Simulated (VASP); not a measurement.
# SiO2 (P4_12_12) in VASP: a series of runs, part 2 of 2

VASP 6.6.1. The steps go on from the part before.

## (4) Relaxation of shape and atoms at fixed volume, PBE (16.82 Å³/atom)

This run uses another cell than the first one, of 16.82 Å³/atom.

Contents of INCAR:

```
SYSTEM = SiO2
ALGO = Normal ; EDIFF = 1E-6
EDIFFG = -0.01 ; ENCUT = 600
GGA = PE ; IBRION = 2
ISIF = 4 ; ISMEAR = 0
LASPH = .True. ; LCHARG = .False.
LREAL = .False. ; LUSENCCL = .False.
LWAVE = .False. ; NELM = 100
NSW = 50 ; PREC = Accurate
SIGMA = 0.02
```

Contents of KPOINTS:

```
k-points
0
Gamma
  6 6 4
  0 0 0
```

Contents of POSCAR:

```
SiO2
1.0
    5.2390318067      0.0000000000      0.0000000000
    0.0000000000      5.2390318067      0.0000000000
    0.0000000000      0.0000000000      7.3546565431
Si O
4 8
Direct
    0.2824258776      0.2824258776      0.0000000000
    0.2175741224      0.7824258776      0.2500000000
    0.7175741224      0.7175741224      0.5000000000
    0.7824258776      0.2175741224      0.7500000000
    0.2451256831      0.0698714850      0.1623045917
    0.4301285150      0.7451256831      0.4123045917
    0.7548743169      0.9301285150      0.6623045917
    0.5698714850      0.2548743169      0.9123045917
    0.7451256831      0.4301285150      0.5876954083
    0.9301285150      0.7548743169      0.3376954083
    0.2548743169      0.5698714850      0.0876954083
    0.0698714850      0.2451256831      0.8376954083
```

Potentials or basis: VASP PAW PBE potentials, release 64 (Si, O).

Started as:

```
cat potpaw_PBE.64/Si/POTCAR potpaw_PBE.64/O/POTCAR > POTCAR
mpirun -np 1 vasp_std > vasp.out
```

OUTCAR:

```text
SYSTEM = SiO2
   EDIFF = 1E-6
   EDIFFG = -0.01
   ENCUT = 600
   GGA = PE
   IBRION = 2
   ISIF = 4
   ISMEAR = 0
   LASPH = .True.
   LREAL = .False.
   NELM = 100
   NSW = 50
   PREC = Accurate

 ion  position               nearest neighbor table
   1  0.282  0.282  0.000-   5 1.64  12 1.64  11 1.64   8 1.64
   2  0.218  0.782  0.250-   6 1.64  11 1.64  10 1.64   5 1.64
   3  0.718  0.718  0.500-   7 1.64  10 1.64   9 1.64   6 1.64
   4  0.782  0.218  0.750-   8 1.64   9 1.64   7 1.64  12 1.64
   5  0.245  0.070  0.162-   1 1.64   2 1.64
   6  0.430  0.745  0.412-   2 1.64   3 1.64
   7  0.755  0.930  0.662-   3 1.64   4 1.64
   8  0.570  0.255  0.912-   4 1.64   1 1.64
   9  0.745  0.430  0.588-   4 1.64   3 1.64
  10  0.930  0.755  0.338-   3 1.64   2 1.64
  11  0.255  0.570  0.088-   2 1.64   1 1.64
  12  0.070  0.245  0.838-   1 1.64   4 1.64

  LATTYP: Found a simple tetragonal cell.
 ALAT       =     5.2390318067
 C/A-ratio  =     1.4038197924

  Lattice vectors:

 A1 = (   5.2390318067,   0.0000000000,   0.0000000000)
 A2 = (   0.0000000000,   5.2390318067,   0.0000000000)
 A3 = (   0.0000000000,   0.0000000000,   7.3546565431)

Analysis of symmetry for initial positions (statically):
[... 329 lines left out ...]
  free  energy   TOTEN  =       -94.8781926282 eV

  energy  without entropy=      -94.8781926282  energy(sigma->0) =      -94.87819263

[... ionic steps 4 to 14 ...]

--------------------------------------- Ionic step       15  -------------------------------------------

 number of electron      63.9999998 magnetization

------------------------ aborting loop because EDIFF is reached ----------------------------------------
[... 87 lines left out ...]
--------------------------------------- Ionic step       17  -------------------------------------------

 number of electron      63.9999998 magnetization

 Free energy of the ion-electron system (eV)
  ---------------------------------------------------
  ext. energy  EPLUGINS =         0.00000000
  ---------------------------------------------------
  free energy    TOTEN  =       -94.93127764 eV

  energy without entropy =      -94.93127764  energy(sigma->0) =      -94.93127764

 E-fermi :  -0.7233     XC(G=0):  -7.5819

 val. band max:       -0.8538977665   @ k =   0.0000   0.0000   0.0000
 cond. band min:       4.5191686290   @ k =   0.0000   0.0000   0.0000
 fundamental gap:      5.3730663955
 Fermi energy:        -0.7232615711

 k-point     1 :       0.0000    0.0000    0.0000
  band No.  band energies     occupation
      1     -20.1308      2.00000
      2     -19.2992      2.00000
      3     -19.2992      2.00000
      4     -18.1876      2.00000
      5     -18.1844      2.00000
      6     -18.1803      2.00000
[... 997 lines left out ...]
     38       7.8322      0.00000
     39       9.1669      0.00000

 [... further k-points ...]

------------------------ aborting loop because EDIFF is reached ----------------------------------------

  FORCE on cell =-STRESS in cart. coord.  units (eV):
  Direction    XX          YY          ZZ          XY          YZ          ZX
  --------------------------------------------------------------------------------------
  -------------------------------------------------------------------------------------
  Total       -1.9942296     -1.9942296     -1.9525360     -0.0000000      0.0000000     -0.0000000
  in kB      -15.8278262    -15.8278262    -15.4969120     -0.0000000      0.0000000     -0.0000000
  external PRESSURE =     -15.7175215 kB  Pullay stress =       0.0000000 kB
[... 27 lines left out ...]
  FREE ENERGIE OF THE ION-ELECTRON SYSTEM (eV)
  ---------------------------------------------------
  free  energy   TOTEN  =       -94.9312776403 eV

  energy  without entropy=      -94.9312776403  energy(sigma->0) =      -94.93127764

 reached required accuracy - stopping structural energy minimisation
```

OSZICAR:

```text
N       E                     dE             d eps       ncg     rms          rms(c)
DAV:   1     0.495813681824E+03    0.49581E+03   -0.34711E+04  2340   0.164E+03
DAV:   2    -0.616221813384E+02   -0.55744E+03   -0.54236E+03  3004   0.352E+02
[... 144 lines left out ...]
       N       E                     dE             d eps       ncg     rms          rms(c)
DAV:   1    -0.949310538712E+02   -0.41758E-03   -0.14804E-01  2347   0.234E+00    0.149E-01
DAV:   2    -0.949313525634E+02   -0.29869E-03   -0.38093E-03  2742   0.347E-01    0.463E-02
DAV:   3    -0.949312943835E+02    0.58180E-04   -0.69516E-05  2760   0.610E-02    0.248E-02
DAV:   4    -0.949312763100E+02    0.18073E-04   -0.77171E-05  2753   0.577E-02    0.488E-03
DAV:   5    -0.949312776562E+02   -0.13462E-05   -0.14185E-05  2669   0.215E-02    0.558E-03
DAV:   6    -0.949312776403E+02    0.15916E-07   -0.23684E-07  1639   0.318E-03
  17 F= -.94931278E+02 E0= -.94931278E+02  d E =-.886523E-04
```

CONTCAR:

```text
SiO2
    1.000000000000000
     5.2325580922062747   -0.0000000000000000    0.0000000000000000
     0.0000000000000000    5.2325580922062747    0.0000000000000000
    -0.0000000000000000   -0.0000000000000000    7.3728661448057506
  Si              O
     4     8
Direct
     0.2735114277431462    0.2735114277431462    0.0000000000000000
     0.2264885722568538    0.7735114277431461    0.2500000000000000
     0.7264885722568539    0.7264885722568539    0.5000000000000000
     0.7735114277431461    0.2264885722568538    0.7500000000000000
     0.2475053955665839    0.0507423573025199    0.1521567355294333
     0.4492576426974800    0.7475053955665840    0.4021567355294333
     0.7524946044334160    0.9492576426974801    0.6521567355294333
     0.5507423573025199    0.2524946044334161    0.9021567355294333
     0.7475053955665840    0.4492576426974800    0.5978432644705667
     0.9492576426974801    0.7524946044334160    0.3478432644705667
     0.2524946044334161    0.5507423573025199    0.0978432644705667
     0.0507423573025199    0.2475053955665839    0.8478432644705667

  0.00000000E+00  0.00000000E+00  0.00000000E+00
  0.00000000E+00  0.00000000E+00  0.00000000E+00
  0.00000000E+00  0.00000000E+00  0.00000000E+00
  0.00000000E+00  0.00000000E+00  0.00000000E+00
  0.00000000E+00  0.00000000E+00  0.00000000E+00
  0.00000000E+00  0.00000000E+00  0.00000000E+00
  0.00000000E+00  0.00000000E+00  0.00000000E+00
  0.00000000E+00  0.00000000E+00  0.00000000E+00
  0.00000000E+00  0.00000000E+00  0.00000000E+00
  0.00000000E+00  0.00000000E+00  0.00000000E+00
  0.00000000E+00  0.00000000E+00  0.00000000E+00
  0.00000000E+00  0.00000000E+00  0.00000000E+00
```

Run time: 4.9 min. Hardware: 1 × NVIDIA H100 80GB with 1 thread of AMD EPYC 7R13 (Zen 3), shared host; peak memory 1.4 GiB.

Results:

- Free energy: -94.9313 eV
- Energy gained by relaxing: 9.4 meV/atom
- Ionic steps: 17
- Pressure after relaxing: -1.6 GPa
- Largest force after relaxing: 0.008 eV/Å
- Band gap on the k mesh: 5.37 eV

Forces in eV/Å, atoms in the order of the input:
```
Si  -0.005 -0.005  0.000
Si   0.005 -0.005  0.000
Si   0.005  0.005  0.000
Si  -0.005  0.005  0.000
O   -0.006 -0.002 -0.003
O    0.002 -0.006 -0.003
O    0.006  0.002 -0.003
O   -0.002  0.006 -0.003
O   -0.006  0.002  0.003
O    0.002  0.006  0.003
O    0.006 -0.002  0.003
O   -0.002 -0.006  0.003
```

Step by step:
| step | energy change (eV) | largest force (eV/Å) | pressure (GPa) | volume (Å³) |
| --- | --- | --- | --- | --- |
| 1 | 0.0000 | 0.2515 | -6.10 | 201.87 |
| 2 | -0.0220 | 0.2029 | -5.62 | 201.87 |
| 3 | -0.0593 | 0.1572 | -4.25 | 201.87 |
| 4 | -0.0630 | 0.1950 | -3.71 | 201.87 |
| 5 | -0.0779 | 0.4072 | -3.25 | 201.87 |
| 6 | -0.0789 | 0.4876 | -3.10 | 201.87 |
| 7 | -0.0857 | 0.4262 | -2.96 | 201.87 |
| 8 | -0.1006 | 0.2407 | -2.56 | 201.87 |
| 9 | -0.1071 | 0.1363 | -1.79 | 201.87 |
| 10 | -0.1084 | 0.0371 | -2.01 | 201.87 |
| 11 | -0.1089 | 0.0340 | -1.98 | 201.87 |
| 12 | -0.1103 | 0.0293 | -1.89 | 201.87 |
| 13 | -0.1119 | 0.0285 | -1.72 | 201.87 |
| 14 | -0.1113 | 0.0516 | -1.38 | 201.87 |
| 15 | -0.1123 | 0.0346 | -1.58 | 201.87 |
| 16 | -0.1118 | 0.1007 | -1.54 | 201.87 |
| 17 | -0.1124 | 0.0075 | -1.57 | 201.87 |

Final structure:
```
Si O
1.0
     5.23256    0.00000    0.00000
     0.00000    5.23256    0.00000
     0.00000    0.00000    7.37287
Si O
4 8
Direct
  0.27351 0.27351 0.00000
  0.22649 0.77351 0.25000
  0.72649 0.72649 0.50000
  0.77351 0.22649 0.75000
  0.24751 0.05074 0.15216
  0.44926 0.74751 0.40216
  0.75249 0.94926 0.65216
  0.55074 0.25249 0.90216
  0.74751 0.44926 0.59784
  0.94926 0.75249 0.34784
  0.25249 0.55074 0.09784
  0.05074 0.24751 0.84784
```

A k mesh can miss the band edges.

## (5) Overview

```tsv
cell	gap on the mesh (eV)	pressure (GPa)	largest force (eV/Å)
relaxed from a = 5.134, b = 5.134, c = 7.171 Å, 12 atoms, atomic positions A	5.47	-0.6	0.01
relaxed from a = 5.178, b = 5.178, c = 7.254 Å, 12 atoms, atomic positions B	5.43	-1.1	0.01
relaxed from a = 5.239, b = 5.239, c = 7.355 Å, 12 atoms, atomic positions C	5.37	-1.6	0.01
```

Alike in all rows: task relaxation of shape and atoms at fixed volume; level PBE; potentials or basis VASP PAW PBE potentials, release 64 (Si, O); no spin polarisation; k mesh 6 × 6 × 4; cutoff (eV) 600; smearing gaussian 0.02 eV.

Total energies depend on the potentials used, so only differences within one code and one set of settings carry meaning.
